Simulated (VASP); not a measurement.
# Co (P6_3/mmc) in VASP: a series of runs

Co is run at these levels: RPBE+D4, PBE; tasks: single point.

All numbers are computed with VASP 6.6.1; they aren't measurements. Logs are shortened: lines on timing, memory, paths and dates and some standing lists are left out, and cuts for length are marked.

### Step 1. The cell of the first run

The structure is hexagonal, space group P6_3/mmc (No. 194). Conventional cell: a = 2.422 Å, b = 2.422 Å, c = 3.939 Å, α = 90.00°, β = 90.00°, γ = 120.00°. Within 3.2 Å of Co (site symmetry -6m2) lie 12 Co at 2.42 Å.

### Step 2. Single point, RPBE+D4, collinear spin, ferromagnetic start

File INCAR:

```
SYSTEM = Co
ALGO     = Normal         ! electronic algorithm
EDIFF    = 1E-6           ! SCF threshold, eV
ENCUT    = 690            ! plane-wave cutoff, eV
GGA      = RP             ! functional
GGA_COMPAT= .False.      
ISIF     = 2              ! what is computed and relaxed
ISMEAR   = -1             ! smearing method
ISPIN    = 2              ! spin polarisation
IVDW     = 13             ! dispersion correction
LASPH    = .True.         ! aspherical terms in the spheres
LCHARG   = .False.        ! write CHGCAR
LMAXMIX  = 4              ! l up to which the mixer works
LORBIT   = 11             ! projections on sites
LREAL    = .False.        ! projectors in reciprocal space
LWAVE    = .False.        ! write WAVECAR
MAGMOM   = 2 2            ! initial moments
NBANDS   = 28             ! bands
NELM     = 200            ! most SCF steps
PREC     = Accurate       ! precision mode
SIGMA    = 0.05           ! smearing width, eV
```

File KPOINTS:

```
k-points
0
Gamma
  12 12 7
  0 0 0
```

File POSCAR:

```
Co
1.0
    2.4215367659      0.0000000000      0.0000000000
   -1.2107683830      2.0971123555      0.0000000000
    0.0000000000      0.0000000000      3.9390568819
Co
2
Direct
    0.6666666667      0.3333333333      0.7500000000
    0.3333333333      0.6666666667      0.2500000000
```

Potentials or basis: VASP PAW PBE potentials, release 64 (Co_sv).

Command:

```
$ cat potpaw_PBE.64/Co_sv/POTCAR > POTCAR
$ mpirun -np 1 vasp_std > vasp.out
```

OUTCAR:

```text
SYSTEM = Co
   EDIFF = 1E-6
   ENCUT = 690
   GGA = RP
   ISIF = 2
   ISMEAR = -1
   ISPIN = 2
   IVDW = 13
   LASPH = .True.
   LORBIT = 11
   LREAL = .False.
   NELM = 200
   PREC = Accurate

 ion  position               nearest neighbor table
   1  0.667  0.333  0.750-   2 2.42   2 2.42   2 2.42   2 2.42   2 2.42   2 2.42
   2  0.333  0.667  0.250-   1 2.42   1 2.42   1 2.42   1 2.42   1 2.42   1 2.42

  LATTYP: Found a hexagonal cell.
 ALAT       =     2.4215367659
 C/A-ratio  =     1.6266764715

  Lattice vectors:

 A1 = (   2.4215367659,   0.0000000000,   0.0000000000)
 A2 = (  -1.2107683830,   2.0971123555,   0.0000000000)
 A3 = (   0.0000000000,   0.0000000000,   3.9390568819)

Analysis of symmetry for initial positions (statically):
=====================================================================
 Subroutine PRICEL returns:
 Original cell was already a primitive cell.

 Routine SETGRP: Setting up the symmetry group for a
 hexagonal supercell.

 Subroutine GETGRP returns: Found 24 space group operations
 (whereof 12 operations were pure point group operations)
 out of a pool of 24 trial point group operations.

The static configuration has the point symmetry D_3d.
 The point group associated with its full space group is D_6h.

Analysis of symmetry for dynamics (positions and initial velocities):
=====================================================================
 Subroutine PRICEL returns:
 Original cell was already a primitive cell.

 Routine SETGRP: Setting up the symmetry group for a
 hexagonal supercell.

 Subroutine GETGRP returns: Found 24 space group operations
 (whereof 12 operations were pure point group operations)
 out of a pool of 24 trial point group operations.

The dynamic configuration has the point symmetry D_3d.
 The point group associated with its full space group is D_6h.

Analysis of structural, dynamic, and magnetic symmetry:
=====================================================================
 Subroutine PRICEL returns:
 Original cell was already a primitive cell.

 Routine SETGRP: Setting up the symmetry group for a
 hexagonal supercell.

 Subroutine GETGRP returns: Found 24 space group operations
 (whereof 12 operations were pure point group operations)
 out of a pool of 24 trial point group operations.

The overall configuration has the point symmetry D_3d.
 The point group associated with its full space group is D_6h.

 Subroutine INISYM returns: Found 24 space group operations
 (whereof 12 operations are pure point group operations),
 and found     1 'primitive' translations

----------------------------------------------------------------------------------------

                                     Primitive cell

  volume of cell :      20.0035

  direct lattice vectors                    reciprocal lattice vectors
     2.421536766  0.000000000  0.000000000     0.412960899  0.238423086  0.000000000
    -1.210768383  2.097112356  0.000000000     0.000000000  0.476846172  0.000000000
     0.000000000  0.000000000  3.939056882     0.000000000  0.000000000  0.253867875

  length of vectors
     2.421536766  2.421536766  3.939056882     0.476846172  0.476846172  0.253867875

  position of ions in fractional coordinates (direct lattice)
     0.666666667  0.333333333  0.750000000
     0.333333333  0.666666667  0.250000000

  ion indices of the primitive-cell ions
   primitive index   ion index
                 1           1
                 2           2

----------------------------------------------------------------------------------------

 KPOINTS: k-points

Automatic generation of k-mesh.
 Grid dimensions read from file:
 generate k-points for:   12   12    7

 Generating k-lattice:

  Cartesian coordinates                     Fractional coordinates (reciprocal lattice)
     0.034413408  0.019868591  0.000000000     0.083333333  0.000000000  0.000000000
     0.000000000  0.039737181  0.000000000     0.000000000  0.083333333  0.000000000
     0.000000000  0.000000000  0.036266839     0.000000000  0.000000000  0.142857143

  Length of vectors
     0.039737181  0.039737181  0.036266839

  Shift w.r.t. Gamma in fractional coordinates (k-lattice)
     0.000000000  0.000000000  0.000000000

 Subroutine IBZKPT returns following result:
 ===========================================

 Found     76 irreducible k-points:

 Following reciprocal coordinates:
            Coordinates               Weight
  0.000000  0.000000  0.000000      1.000000
  0.083333  0.000000  0.000000      6.000000
  0.166667  0.000000  0.000000      6.000000
  0.250000  0.000000  0.000000      6.000000
  0.333333  0.000000  0.000000      6.000000
  0.416667  0.000000  0.000000      6.000000
[... 16 lines left out ...]
  0.250000  0.000000  0.142857     12.000000
  0.333333  0.000000  0.142857     12.000000
 [... further k-points ...]
   k-points           NKPTS =     76   k-points in BZ     NKDIM =     76   number of bands    NBANDS=     28
   number of dos      NEDOS =    301   number of ions     NIONS =      2
   total plane-waves  NPLWV =  20736
   dimension x,y,z NGX =    24 NGY =   24 NGZ =   36
   dimension x,y,z NGXF=    48 NGYF=   48 NGZF=   72
   ions per type =               2
   NGX,Y,Z   is equivalent  to a cutoff of  16.48, 16.48, 15.19 a.u.
   NGXF,Y,Z  is equivalent  to a cutoff of  32.95, 32.95, 30.39 a.u.
 SYSTEM =  Co
   PREC   = accura    normal or accurate (medium, high low for compatibility)
   ISTART =      0    job   : 0-new  1-cont  2-samecut
   ICHARG =      2    charge: 1-file 2-atom 10-const
   ISPIN  =      2    spin polarized calculation?
   LNONCOLLINEAR =      F non collinear calculations
   LSORBIT =      F    spin-orbit coupling
   LASPH  =      T    aspherical Exc in radial PAW
   ENCUT  =  690.0 eV  50.71 Ry    7.12 a.u.   5.19  5.19  8.44*2*pi/ulx,y,z
   NELM   =    200;   NELMIN=  2; NELMDL= -5     # of ELM steps
   EDIFF  = 0.1E-05   stopping-criterion for ELM
   LREAL  =      F    real-space projection
[... 7 lines left out ...]
   TEBEG  =    0.0;   TEEND  =   0.0 temperature during run
   PSTRESS=    0.0 pullay stress
   NELECT =      34.0000    total number of electrons
   NUPDOWN=      -1.0000    fix difference up-down
   EMIN   =  10.00;   EMAX   =-10.00  energy-range for DOS
   EFERMI =   0.00;   METHOD = LEGACY
   ISMEAR =    -1;   SIGMA  =   0.05  broadening in eV -4-tet -1-fermi 0-gaus
   EFERMI_NEDOS =   21; number of points for ismear=-14 and -15
   IALGO  =     38    algorithm
   IMIX   =      4    mixing-type and parameters
     AMIX     =   0.40;   BMIX     =  1.00
     AMIX_MAG =   1.60;   BMIX_MAG =  1.00
  volume/ion in A,a.u.               =      10.00        67.49
  Fermi-wavevector in a.u.,A,eV,Ry     =   1.953737  3.692028 51.934646  3.817089
  Thomas-Fermi vector in A             =   2.980485
   LORBIT       =     11    0 simple, 1 ext, 2 COOP (PROOUT), +10 PAW based schemes
   GGA     = RP    functional components
   LHFCALC =     F    Hartree Fock is set to
   AEXX    =    0.0000 exact exchange contribution
   IVDW    =    13    specifies the selected vdW correction
   LEPSILON=     F    determine dielectric tensor
   LRPA    =     F    only Hartree local field effects (RPA)
 spin polarized calculation
  energy-cutoff  :      690.00
  volume of cell :       20.00
 maximum number of plane-waves:       838
 NGX is ok and might be reduce to    24
   NGX = 11   NGY = 11   NGZ = 17

 number of electron      33.9999969 magnetization       3.0811536

 Free energy of the ion-electron system (eV)
  ---------------------------------------------------
  ext. energy  EPLUGINS =         0.00000000
  ---------------------------------------------------
  free energy    TOTEN  =       -13.03756782 eV

  energy without entropy =      -13.02256598  energy(sigma->0) =      -13.03006690

 E-fermi :  13.4985     XC(G=0): -14.2836

 val. band max:       13.4960558031   @ k =   0.3333   0.0833   0.1429
 cond. band min:      13.5020901412   @ k =   0.3333   0.0833   0.2857
 fundamental gap:      0.0060343381
 Fermi energy:        13.4985261091

 spin component 1

 k-point     1 :       0.0000    0.0000    0.0000
  band No.  band energies     occupation
      1     -82.7862      1.00000
      2     -82.7080      1.00000
      3     -46.1518      1.00000
      4     -45.7778      1.00000
      5     -45.7778      1.00000
      6     -45.7233      1.00000
[... 20 lines left out ...]
     27      40.6911      0.00000
     28      40.6911      0.00000
[... 683 lines left out ...]
 k-point    24 :       0.3333    0.0000    0.1429
  band No.  band energies     occupation
      1     -82.7297      1.00000
      2     -82.6892      1.00000
      3     -46.0579      1.00000
      4     -45.9832      1.00000
      5     -45.9586      1.00000
      6     -45.8461      1.00000
[... 20 lines left out ...]
     27      38.0235      0.00000
     28      39.5345      0.00000

 [... further k-points ...]

 spin component 2

 k-point     1 :       0.0000    0.0000    0.0000
  band No.  band energies     occupation
      1     -80.7930      1.00000
      2     -80.7093      1.00000
      3     -44.2104      1.00000
      4     -43.8228      1.00000
      5     -43.8228      1.00000
      6     -43.7586      1.00000
[... 20 lines left out ...]
     27      40.9833      0.00000
     28      40.9833      0.00000
[... 683 lines left out ...]
 k-point    24 :       0.3333    0.0000    0.1429
  band No.  band energies     occupation
      1     -80.7325      1.00000
      2     -80.6892      1.00000
      3     -44.1184      1.00000
      4     -44.0413      1.00000
      5     -44.0129      1.00000
      6     -43.8966      1.00000
[... 20 lines left out ...]
     27      38.4229      0.00000
     28      39.8513      0.00000

 [... further k-points ...]

------------------------ aborting loop because EDIFF is reached ----------------------------------------

  DFT-D4 for vdW energy calculation

  Edisp (eV):   -1.81135

  FORCE on cell =-STRESS in cart. coord.  units (eV):
  Direction    XX          YY          ZZ          XY          YZ          ZX
  --------------------------------------------------------------------------------------
  -------------------------------------------------------------------------------------
  Total       1.54384     1.54384     1.18187    -0.00000     0.00000    -0.00000
  in kB     123.65421   123.65421    94.66157    -0.00000     0.00000    -0.00000
  external pressure =      113.99 kB  Pullay stress =        0.00 kB

 VOLUME and BASIS-vectors are now :
 -----------------------------------------------------------------------------
  energy-cutoff  :      690.00
  volume of cell :       20.00
      direct lattice vectors                 reciprocal lattice vectors
     2.421536766  0.000000000  0.000000000     0.412960899  0.238423086  0.000000000
    -1.210768383  2.097112356  0.000000000     0.000000000  0.476846172  0.000000000
     0.000000000  0.000000000  3.939056882     0.000000000  0.000000000  0.253867875

 POSITION                                       TOTAL-FORCE (eV/Angst)
 -----------------------------------------------------------------------------------
      1.21077      0.69904      2.95429         0.000000     -0.000000      0.000000
     -0.00000      1.39807      0.98476        -0.000000      0.000000      0.000000
 -----------------------------------------------------------------------------------
    total drift:                                0.000000     -0.000000      0.000000

  FREE ENERGIE OF THE ION-ELECTRON SYSTEM (eV)
  ---------------------------------------------------
  free  energy   TOTEN  =       -14.8489147758 eV

  energy  without entropy=      -14.8339129367  energy(sigma->0) =      -14.84141386

 total charge

# of ion       s       p       d       tot
------------------------------------------
    1        2.261   6.145   6.716  15.122
    2        2.261   6.145   6.716  15.122
--------------------------------------------------
tot          4.522  12.291  13.432  30.245

 magnetization (x)

# of ion       s       p       d       tot
------------------------------------------
    1       -0.005  -0.016   1.633   1.612
    2       -0.005  -0.016   1.633   1.612
--------------------------------------------------
tot         -0.011  -0.032   3.266   3.223
```

It took 75 s on 1 thread of Intel Xeon Platinum 8559C (Emerald Rapids), shared host; peak memory 0.22 GiB.

What came out:

```yaml
Free_energy: -14.8489 eV
Pressure: 11.4 GPa
Net_moment: 3.08 μB per cell
Site_moments: Co +1.61 μB
Valence_electrons_inside_the_program's_atomic_spheres: Co 15.12
Dispersion_energy_per_atom: -0.906 eV
```

Caveat: the cell stands under pressure; the PAW data sets were made with another functional, which shifts forces and pressure a little.

(Continued in part 2 of 2.)
